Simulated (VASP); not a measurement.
Runs of VASP 6.6.1 on Ti. Symmetry: P6/mmm, No. 191, hexagonal system. The conventional cell has a = 4.567 Å, b = 4.567 Å, c = 2.826 Å, α = 90.00°, β = 90.00°, γ = 120.00°. Within 3.5 Å of Ti (site symmetry -6m2) lie 11 Ti at 2.64 to 2.99 Å. Ti (site symmetry 6/mmm) has 14 Ti at 2.83 to 2.99 Å within 3.7 Å. This isn't the form of Ti at room conditions, which is hcp.

```tsv
level	potentials or basis	gap on the mesh (eV)	pressure (GPa)	relaxed volume (Å³/atom)
RPBE	VASP PAW PBE potentials, release 64 (Ti_sv)	none	0.0	(a)
PBE	VASP PAW PBE potentials, release 64 (Ti_sv)	none	0.0	(b)
revPBE	VASP PAW PBE potentials, release 64 (Ti_sv)	none	0.0	17.47
LDA	VASP PAW LDA potentials, release 64 (Ti_sv)	none	0.0	15.83
BLYP	VASP PAW PBE potentials, release 64 (Ti_sv)	none	0.0	17.55
PBEsol	VASP PAW PBE potentials, release 64 (Ti_sv)	none	0.0	16.42
```

Alike in all rows: task relaxation of cell and atoms; no spin polarisation; cell relaxed; k mesh 7 × 7 × 9; cutoff (eV) 600; smearing fermi-dirac 0.05 eV.

Task: Fill in the values left out.

Result: (a) 17.61; (b) 17.10.

Caveats: the PAW data sets were made with another functional, which shifts forces and pressure a little (at least some runs).

A gap of «none» marks levels without a gap at the run's occupations.
